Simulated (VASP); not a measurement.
# TiO2 in VASP: a series of runs, part 2 of 2

VASP 6.6.1. Earlier steps stand in the parts before.

### 3 Single point, PBE+U (atoms shifted along a free coordinate)

Input file INCAR:

```
PREC     = Accurate       # precision mode
ENCUT    = 520            # plane-wave cutoff, eV
EDIFF    = 1E-6           # SCF threshold, eV
ISMEAR   = 0              # smearing method
SIGMA    = 0.05           # smearing width, eV
LREAL    = F              # projectors in reciprocal space
LASPH    = T              # aspherical terms in the spheres
NELM     = 150            # most SCF steps
ALGO     = Normal         # electronic algorithm
ISIF     = 2              # what is computed and relaxed
LWAVE    = F              # write WAVECAR
LCHARG   = T              # write CHGCAR
LMAXMIX  = 4              # l up to which the mixer works
LDAU     = T              # DFT+U
LDAUTYPE = 2            
LDAUL    = 2 -1           # shell
LDAUU    = 4 0            # U, eV
LDAUJ    = 0 0          
LDAUPRINT= 1            
GGA      = PE             # functional
LELF     = T              # ELF
LVHAR    = T            
NBANDS   = 33             # bands
```

Input file KPOINTS:

```
regular mesh
0
Gamma
  6 6 6
```

Input file POSCAR:

```
TiO2
1.0
    2.7277841265     -2.7278599281     -0.0203548313
    2.7277841265      2.7278599281     -0.0203548313
   -2.6907787541      0.0000000000      4.9617445611
Ti O
2 4
Direct
    0.1250069486      0.8749930514      0.2500000000
    0.8749930514      0.1250069486      0.7500000000
    0.3148847788      0.0649080541      0.6297792795
    0.6851152212      0.9350919459      0.3702207205
    0.9350919459      0.6851152212      0.8702207205
    0.0649080541      0.3148847788      0.1297792795
```

Potentials or basis: VASP PAW PBE potentials, release 64 (Ti_sv, O).

Launch:

```
$ cat potpaw_PBE.64/Ti_sv/POTCAR potpaw_PBE.64/O/POTCAR > POTCAR
$ mpirun -np 1 vasp_std > vasp.out
```

OUTCAR:

```text
PREC = Accurate
   ENCUT = 520
   EDIFF = 1E-6
   ISMEAR = 0
   LREAL = F
   LASPH = T
   NELM = 150
   ISIF = 2
   GGA = PE

 ion  position               nearest neighbor table
   1  0.125  0.875  0.250-   3 1.88   5 1.88   4 2.02   6 2.02   4 2.02   6 2.02
   2  0.875  0.125  0.750-   4 1.88   6 1.88   5 2.02   3 2.02   5 2.02   3 2.02
   3  0.315  0.065  0.630-   1 1.88   2 2.02   2 2.02
   4  0.685  0.935  0.370-   2 1.88   1 2.02   1 2.02
   5  0.935  0.685  0.870-   1 1.88   2 2.02   2 2.02
   6  0.065  0.315  0.130-   2 1.88   1 2.02   1 2.02

  LATTYP: Found a base centered monoclinic cell.
 ALAT       =     5.4557201394
 B/A-ratio  =     0.9999999481
 C/A-ratio  =     1.0345830161
 COS(beta)  =    -0.4832630161

  Lattice vectors:

 A1 = (   2.7277841265,  -2.7278599281,  -0.0203548313)
 A2 = (   2.7277841265,   2.7278599281,  -0.0203548313)
 A3 = (  -2.6907787541,   0.0000000000,   4.9617445611)

Analysis of symmetry for initial positions (statically):
=====================================================================
 Subroutine PRICEL returns:
 Original cell was already a primitive cell.

 Routine SETGRP: Setting up the symmetry group for a
 base centered monoclinic supercell.

 Subroutine GETGRP returns: Found  4 space group operations
 (whereof  2 operations were pure point group operations)
 out of a pool of  4 trial point group operations.

The static configuration has the point symmetry S_2 .
 The point group associated with its full space group is C_2h.

Analysis of symmetry for dynamics (positions and initial velocities):
=====================================================================
 Subroutine PRICEL returns:
 Original cell was already a primitive cell.

 Routine SETGRP: Setting up the symmetry group for a
 base centered monoclinic supercell.

 Subroutine GETGRP returns: Found  4 space group operations
 (whereof  2 operations were pure point group operations)
 out of a pool of  4 trial point group operations.

The dynamic configuration has the point symmetry S_2 .
 The point group associated with its full space group is C_2h.

 Subroutine INISYM returns: Found  4 space group operations
 (whereof  2 operations are pure point group operations),
 and found     1 'primitive' translations

----------------------------------------------------------------------------------------

                                     Primitive cell

  volume of cell :      73.5420

[... 164 lines left out ...]
  o =  0.1115  v =  0.0074  1.0000  0.0000 -0.0000 -0.0000  0.0000  0.0000  0.0000  0.0000  0.0000      0.0000  0.0000  0.0000  0.0000  0.0000  0.0000  0.0000  0.0000  0.0000  0.0000
  o =  0.1115  v =  0.0000  0.0000  0.0000  0.0000  0.0000 -0.0000 -0.0000  0.0130 -0.9999 -0.0074      0.0000  0.0000  0.0000  0.0000  0.0000  0.0000  0.0000  0.0000  0.0000  0.0000
  o =  0.1115  v = -0.0000 -0.0000  0.0130 -0.9999 -0.0074  0.0000  0.0000  0.0000  0.0000  0.0000      0.0000  0.0000  0.0000  0.0000  0.0000  0.0000  0.0000  0.0000  0.0000  0.0000
  o =  0.2152  v = -1.0000  0.0074 -0.0000 -0.0000  0.0000  0.0000  0.0000  0.0000  0.0000  0.0000      0.0000  0.0000  0.0000  0.0000  0.0000  0.0000  0.0000  0.0000  0.0000  0.0000
  o =  0.2152  v =  0.0000  0.0000  0.0000  0.0000  0.0000 -1.0000  0.0074 -0.0000 -0.0000  0.0000      0.0000  0.0000  0.0000  0.0000  0.0000  0.0000  0.0000  0.0000  0.0000  0.0000
  o =  0.2874  v =  0.0000 -0.0000 -0.9999 -0.0130 -0.0000  0.0000  0.0000  0.0000  0.0000  0.0000      0.0000  0.0000  0.0000  0.0000  0.0000  0.0000  0.0000  0.0000  0.0000  0.0000
  o =  0.2874  v =  0.0000  0.0000  0.0000  0.0000  0.0000  0.0000 -0.0000 -0.9999 -0.0130 -0.0000      0.0000  0.0000  0.0000  0.0000  0.0000  0.0000  0.0000  0.0000  0.0000  0.0000

atom =   2  type =  1  l = 2

 onsite density matrix

spin component  1

  0.2152 -0.0008 -0.0000  0.0000 -0.0000
 -0.0008  0.1115  0.0000  0.0000  0.0000
 -0.0000  0.0000  0.2874  0.0023  0.0000
  0.0000  0.0000  0.0023  0.1115  0.0002
 -0.0000  0.0000  0.0000  0.0002  0.0800

spin component  2

  0.2152 -0.0008 -0.0000  0.0000 -0.0000
 -0.0008  0.1115  0.0000  0.0000  0.0000
 -0.0000  0.0000  0.2874  0.0023  0.0000
  0.0000  0.0000  0.0023  0.1115  0.0002
 -0.0000  0.0000  0.0000  0.0002  0.0800

 occupancies and eigenvectors

  o =  0.0800  v =  0.0000 -0.0000  0.0000 -0.0074  1.0000  0.0000  0.0000  0.0000  0.0000  0.0000      0.0000  0.0000  0.0000  0.0000  0.0000  0.0000  0.0000  0.0000  0.0000  0.0000
  o =  0.0800  v =  0.0000  0.0000  0.0000  0.0000  0.0000  0.0000 -0.0000  0.0000 -0.0074  1.0000      0.0000  0.0000  0.0000  0.0000  0.0000  0.0000  0.0000  0.0000  0.0000  0.0000
  o =  0.1115  v =  0.0000  0.0000  0.0000  0.0000  0.0000  0.0074  1.0000  0.0000 -0.0000 -0.0000      0.0000  0.0000  0.0000  0.0000  0.0000  0.0000  0.0000  0.0000  0.0000  0.0000
  o =  0.1115  v =  0.0074  1.0000  0.0000 -0.0000 -0.0000  0.0000  0.0000  0.0000  0.0000  0.0000      0.0000  0.0000  0.0000  0.0000  0.0000  0.0000  0.0000  0.0000  0.0000  0.0000
  o =  0.1115  v =  0.0000  0.0000  0.0000  0.0000  0.0000 -0.0000 -0.0000  0.0130 -0.9999 -0.0074      0.0000  0.0000  0.0000  0.0000  0.0000  0.0000  0.0000  0.0000  0.0000  0.0000
  o =  0.1115  v = -0.0000 -0.0000  0.0130 -0.9999 -0.0074  0.0000  0.0000  0.0000  0.0000  0.0000      0.0000  0.0000  0.0000  0.0000  0.0000  0.0000  0.0000  0.0000  0.0000  0.0000
  o =  0.2152  v = -1.0000  0.0074 -0.0000 -0.0000  0.0000  0.0000  0.0000  0.0000  0.0000  0.0000      0.0000  0.0000  0.0000  0.0000  0.0000  0.0000  0.0000  0.0000  0.0000  0.0000
  o =  0.2152  v =  0.0000  0.0000  0.0000  0.0000  0.0000 -1.0000  0.0074 -0.0000 -0.0000  0.0000      0.0000  0.0000  0.0000  0.0000  0.0000  0.0000  0.0000  0.0000  0.0000  0.0000
  o =  0.2874  v =  0.0000 -0.0000 -0.9999 -0.0130 -0.0000  0.0000  0.0000  0.0000  0.0000  0.0000      0.0000  0.0000  0.0000  0.0000  0.0000  0.0000  0.0000  0.0000  0.0000  0.0000
  o =  0.2874  v =  0.0000  0.0000  0.0000  0.0000  0.0000  0.0000 -0.0000 -0.9999 -0.0130 -0.0000      0.0000  0.0000  0.0000  0.0000  0.0000  0.0000  0.0000  0.0000  0.0000  0.0000

 number of electron      47.9999997 magnetization

 Free energy of the ion-electron system (eV)
  ---------------------------------------------------
  ext. energy  EPLUGINS =         0.00000000
  ---------------------------------------------------
  free energy    TOTEN  =       -47.70169145 eV

  energy without entropy =      -47.70169145  energy(sigma->0) =      -47.70169145

 E-fermi :   3.3673     XC(G=0): -10.2709

 val. band max:        3.0886199285   @ k =   0.0000   0.0000   0.5000
 cond. band min:       5.7968972081   @ k =   0.0000   0.0000   0.0000
 fundamental gap:      2.7082772796
 Fermi energy:         3.3672668816

 k-point     1 :       0.0000    0.0000    0.0000
  band No.  band energies     occupation
      1     -54.4262      2.00000
      2     -54.3833      2.00000
      3     -30.8299      2.00000
      4     -30.5950      2.00000
      5     -30.5950      2.00000
      6     -30.5406      2.00000
[... 853 lines left out ...]
     32       8.7602      0.00000
     33       8.9745      0.00000

 [... further k-points ...]

------------------------ aborting loop because EDIFF is reached ----------------------------------------

  FORCE on cell =-STRESS in cart. coord.  units (eV):
  Direction    XX          YY          ZZ          XY          YZ          ZX
  --------------------------------------------------------------------------------------
  -------------------------------------------------------------------------------------
  Total        0.0746283      0.0735368     12.6804124      0.0000000      0.0000000      0.0941400
  in kB        1.6258430      1.6020643    276.2539682      0.0000000      0.0000000      2.0509234
  external PRESSURE =      93.1606252 kB  Pullay stress =       0.0000000 kB

 VOLUME and BASIS-vectors are now :
 -----------------------------------------------------------------------------
  energy-cutoff  :      520.00
  volume of cell :       73.54
      direct lattice vectors                 reciprocal lattice vectors
     2.727784127 -2.727859928 -0.020354831     0.184043732 -0.183293869  0.099807831
     2.727784127  2.727859928 -0.020354831     0.184043732  0.183293869  0.099807831
    -2.690778754  0.000000000  4.961744561     0.001510025  0.000000000  0.202360910

 POSITION                                       TOTAL-FORCE (eV/Angst)
 -----------------------------------------------------------------------------------
      2.05509      2.04586      1.22008        -0.000000     -0.000266     -0.000000
      0.70970     -2.04586      3.70095        -0.000000      0.000266     -0.000000
     -0.65860     -0.68190      3.11707         0.023216      0.000046      3.064669
      3.42339      0.68190      1.80396        -0.023216     -0.000046     -3.064669
      2.07800     -0.68190      4.28483        -0.023216      0.000046     -3.064669
      0.68679      0.68190      0.63620         0.023216     -0.000046      3.064669
 -----------------------------------------------------------------------------------
    total drift:                               -0.000000     -0.000000      0.000000

  FREE ENERGIE OF THE ION-ELECTRON SYSTEM (eV)
  ---------------------------------------------------
  free  energy   TOTEN  =       -47.7016914500 eV

  energy  without entropy=      -47.7016914500  energy(sigma->0) =      -47.70169145
```

Run time: 78 s. Hardware: 1 thread of Intel Xeon 6975P-C (Granite Rapids), shared host; peak memory 0.26 GiB.

Results:

```yaml
Free_energy: -47.7017 eV
Pressure: 9.3 GPa
Largest_force: 3.065 eV/Å
Band_gap_on_the_k_mesh: 2.71 eV (least direct gap 2.92 eV)
```

Forces in eV/Å, atoms in the order of the input:
```
Ti   0.000  0.000  0.000
Ti   0.000  0.000  0.000
O    0.023  0.000  3.065
O   -0.023  0.000 -3.065
O   -0.023  0.000 -3.065
O    0.023  0.000  3.065
```

Stress tensor (GPa, compression positive):
```
 0.16  0.00  0.21
 0.00  0.16  0.00
 0.21  0.00 27.63
```

Levels at points of the mesh, in eV from the valence-band top:
| k point | band 21 | band 22 | band 23 | band 24 | band 25 | band 26 | band 27 | band 28 |
| --- | --- | --- | --- | --- | --- | --- | --- | --- |
| (0.00, 0.00, 0.00) | -0.45 | -0.45 | -0.44 | -0.44 | 2.71 | 3.39 | 4.66 | 4.66 |
| (0.50, 0.00, 0.00) | -1.71 | -0.86 | -0.85 | -0.42 | 3.44 | 3.76 | 3.86 | 3.91 |
| (0.50, 0.50, 0.00) | -1.64 | -1.64 | -0.60 | -0.60 | 3.49 | 3.49 | 3.93 | 3.93 |
| (0.00, 0.00, 0.50) | -0.95 | -0.95 | 0.00 | 0.00 | 3.04 | 3.04 | 4.19 | 4.19 |
| (0.50, 0.00, 0.50) | -1.71 | -0.86 | -0.85 | -0.42 | 3.44 | 3.76 | 3.86 | 3.91 |
| (0.50, 0.50, 0.50) | -1.64 | -1.64 | -0.60 | -0.60 | 3.49 | 3.49 | 3.93 | 3.93 |

Eigenvalues of the final occupation matrices:
| site | spin | trace | eigenvalues |
| --- | --- | --- | --- |
| site 1 d | 1 | 0.81 | 0.08 0.11 0.11 0.22 0.29 |
| site 1 d | 2 | 0.81 | 0.08 0.11 0.11 0.22 0.29 |
| site 2 d | 1 | 0.81 | 0.08 0.11 0.11 0.22 0.29 |
| site 2 d | 2 | 0.81 | 0.08 0.11 0.11 0.22 0.29 |

Caveat: the cell differs from its parent crystal (atoms shifted along a free coordinate); the stress differs along the axes, from 0 to 28 GPa; forces of over 1 eV/Å act on the atoms, so gaps and moduli don't describe the material at rest. A k mesh can miss the band edges.

### 4 Single point, PBE+U (atoms shifted along a free coordinate)

Input file INCAR:

```
SYSTEM = TiO2
ALGO     = Normal         ! electronic algorithm
EDIFF    = 1E-7           ! SCF threshold, eV
ENCUT    = 520            ! plane-wave cutoff, eV
GGA      = PE             ! functional
ISIF     = 2              ! what is computed and relaxed
ISMEAR   = 0              ! smearing method
LASPH    = .TRUE.         ! aspherical terms in the spheres
LCHARG   = .FALSE.        ! write CHGCAR
LDAU     = .TRUE.         ! DFT+U
LDAUJ    = 0 0          
LDAUL    = 2 -1           ! shell
LDAUPRINT= 1            
LDAUTYPE = 2            
LDAUU    = 4 0            ! U, eV
LMAXMIX  = 4              ! l up to which the mixer works
LREAL    = .FALSE.        ! projectors in reciprocal space
LWAVE    = .FALSE.        ! write WAVECAR
NBANDS   = 33             ! bands
NELM     = 150            ! most SCF steps
PREC     = Accurate       ! precision mode
SIGMA    = 0.05           ! smearing width, eV
```

Input file KPOINTS:

```
k-points
0
G
  6 6 6
  0 0 0
```

Input file POSCAR:

```
TiO2
1.0
    2.7277841265     -2.7278599281     -0.0203548313
    2.7277841265      2.7278599281     -0.0203548313
   -2.6907787541      0.0000000000      4.9617445611
Ti O
2 4
Direct
    0.1250069486      0.8749930514      0.2500000000
    0.8749930514      0.1250069486      0.7500000000
    0.3332902468      0.0833135221      0.6665902155
    0.6667097532      0.9166864779      0.3334097845
    0.9166864779      0.6667097532      0.8334097845
    0.0833135221      0.3332902468      0.1665902155
```

Launch:

```
$ cat potpaw_PBE.64/Ti_sv/POTCAR potpaw_PBE.64/O/POTCAR > POTCAR
$ mpirun -np 1 vasp_std > vasp.out
```

It took 84 s on 1 thread of Intel Xeon 6975P-C (Granite Rapids), shared host; peak memory 0.26 GiB.

The run converged. Its results:

- Free energy: -48.4900 eV
- Pressure: -3.4 GPa
- Largest force: 0.411 eV/Å
- Band gap on the k mesh: 2.50 eV (least direct gap 2.84 eV)

Forces in eV/Å, atoms in the order of the input:
```
Ti   0.000  0.000  0.000
Ti   0.000  0.000  0.000
O   -0.003  0.000 -0.411
O    0.003  0.000  0.411
O    0.003  0.000  0.411
O   -0.003  0.000 -0.411
```

Stress tensor (GPa, compression positive):
```
-1.73  0.00 -0.04
 0.00 -1.73  0.00
-0.04  0.00 -6.84
```

Levels at points of the mesh, in eV from the valence-band top:
```
           k point  band 22  band 23  band 24  band 25  band 26  band 27
(0.00, 0.00, 0.00)    -0.82    -0.40    -0.40     2.50     3.13     4.03
(0.50, 0.00, 0.00)    -1.03    -0.83    -0.69     3.49     3.63     3.68
(0.50, 0.50, 0.00)    -1.96     0.00     0.00     3.51     3.51     3.90
(0.00, 0.00, 0.50)    -1.33    -0.15    -0.15     2.80     2.80     3.95
(0.50, 0.00, 0.50)    -1.03    -0.83    -0.69     3.49     3.63     3.68
(0.50, 0.50, 0.50)    -1.96     0.00     0.00     3.51     3.51     3.90
```

Eigenvalues of the final occupation matrices:
```tsv
site	spin	trace	eigenvalues
site 1 d	1	0.77	0.10 0.10 0.11 0.23 0.24
site 1 d	2	0.77	0.10 0.10 0.11 0.23 0.24
site 2 d	1	0.77	0.10 0.10 0.11 0.23 0.24
site 2 d	2	0.77	0.10 0.10 0.11 0.23 0.24
```

Caveat: the cell differs from its parent crystal (atoms shifted along a free coordinate); the stress differs along the axes, from -7 to -2 GPa.

### 5 Single point, PBE+U (atoms shifted along a free coordinate)

Input file INCAR:

```
SYSTEM = TiO2
PREC = Accurate
ENCUT = 520
EDIFF = 1E-6
ISMEAR = 0
SIGMA = 0.05
LREAL = .False.
LASPH = .True.
NELM = 150
ALGO = Normal
ISIF = 2
LWAVE = .False.
LCHARG = .False.
LMAXMIX = 4
LDAU = .True.
LDAUTYPE = 2
LDAUL = 2 -1
LDAUU = 4 0
LDAUJ = 0 0
LDAUPRINT = 1
GGA = PE
NBANDS = 33
```

Input file KPOINTS:

```
regular mesh
0
Gamma
  6 6 6
  0 0 0
```

Input file POSCAR:

```
TiO2
1.0
    2.7556872760     -2.7557638530     -0.0205630457
    2.7556872760      2.7557638530     -0.0205630457
   -2.7183033669      0.0000000000      5.0124994207
Ti O
2 4
Direct
    0.1250069486      0.8749930514      0.2500000000
    0.8749930514      0.1250069486      0.7500000000
    0.3210199348      0.0710432101      0.6420495915
    0.6789800652      0.9289567899      0.3579504085
    0.9289567899      0.6789800652      0.8579504085
    0.0710432101      0.3210199348      0.1420495915
```

Launch:

```
$ cat potpaw_PBE.64/Ti_sv/POTCAR potpaw_PBE.64/O/POTCAR > POTCAR
$ mpirun -np 1 vasp_std > vasp.out
```

It took 92 s on 1 thread of AMD EPYC 9R45 (Zen 5), shared host; peak memory 0.24 GiB.

Results (log left out):

```yaml
Free_energy: -48.2654 eV
Pressure: -2.4 GPa
Largest_force: 1.280 eV/Å
Band_gap_on_the_k_mesh: 2.65 eV (least direct gap 2.84 eV)
```

Forces on the atoms (eV/Å):
```
Ti   0.000  0.000  0.000
Ti   0.000  0.000  0.000
O    0.010  0.000  1.280
O   -0.010  0.000 -1.280
O   -0.010  0.000 -1.280
O    0.010  0.000  1.280
```

Stress tensor (GPa, compression positive):
```
-6.05  0.00  0.08
 0.00 -6.06  0.00
 0.08  0.00  4.89
```

Levels at points of the mesh, in eV from the valence-band top:
```csv
k point,band 20,band 21,band 22,band 23,band 24,band 25,band 26,band 27,band 28,band 29
"(0.00, 0.00, 0.00)",-0.82,-0.58,-0.58,-0.30,-0.30,2.65,3.26,4.43,4.43,4.49
"(0.50, 0.00, 0.00)",-1.68,-1.60,-0.70,-0.69,-0.60,3.44,3.71,3.72,3.83,4.46
"(0.50, 0.50, 0.00)",-2.35,-1.58,-1.58,-0.29,-0.29,3.45,3.45,3.84,3.84,4.83
"(0.00, 0.00, 0.50)",-1.43,-0.97,-0.97,0.00,0.00,2.95,2.95,4.06,4.06,4.32
"(0.50, 0.00, 0.50)",-1.68,-1.60,-0.70,-0.69,-0.60,3.44,3.71,3.72,3.83,4.46
"(0.50, 0.50, 0.50)",-2.35,-1.58,-1.58,-0.29,-0.29,3.45,3.45,3.84,3.84,4.83
```

Eigenvalues of the final occupation matrices:
```tsv
site	spin	trace	eigenvalues
site 1 d	1	0.77	0.09 0.10 0.10 0.22 0.26
site 1 d	2	0.77	0.09 0.10 0.10 0.22 0.26
site 2 d	1	0.77	0.09 0.10 0.10 0.22 0.26
site 2 d	2	0.77	0.09 0.10 0.10 0.22 0.26
```

Caveat: the cell differs from its parent crystal (atoms shifted along a free coordinate); the stress differs along the axes, from -6 to 5 GPa; forces of over 1 eV/Å act on the atoms, so gaps and moduli don't describe the material at rest. A k mesh can miss the band edges.

### 6 The runs side by side

| cell | gap on the mesh (eV) | pressure (GPa) | largest force (eV/Å) |
| --- | --- | --- | --- |
| a = 3.858, b = 3.858, c = 5.644 Å, angles 110.0, 110.0, 90.0°, 6 atoms, atomic positions A | 2.04 | -6.0 | 1.47 |
| a = 3.858, b = 3.858, c = 5.644 Å, angles 110.0, 110.0, 90.0°, 6 atoms, atomic positions B | 2.71 | 9.3 | 3.06 |
| a = 3.858, b = 3.858, c = 5.644 Å, angles 110.0, 110.0, 90.0°, 6 atoms, atomic positions C | 2.50 | -3.4 | 0.41 |
| a = 3.897, b = 3.897, c = 5.702 Å, angles 110.0, 110.0, 90.0°, 6 atoms, atomic positions D | 2.65 | -2.4 | 1.28 |

Alike in all rows: task single point; level PBE+U; potentials or basis VASP PAW PBE potentials, release 64 (Ti_sv, O); no spin polarisation; Ti d U = 4.0 eV; k mesh 6 × 6 × 6; cutoff (eV) 520; smearing gaussian 0.05 eV.

Caveats: forces of over 1 eV/Å act on the atoms, so gaps and moduli don't describe the material at rest (at least some runs); the stress differs along the axes, from -17 to -1 GPa (at least some runs); the stress differs along the axes, from 0 to 28 GPa (at least some runs); the stress differs along the axes, from -7 to -2 GPa (at least some runs); the stress differs along the axes, from -6 to 5 GPa (at least some runs).

Total energies depend on the potentials used, so only differences within one code and one set of settings carry meaning.
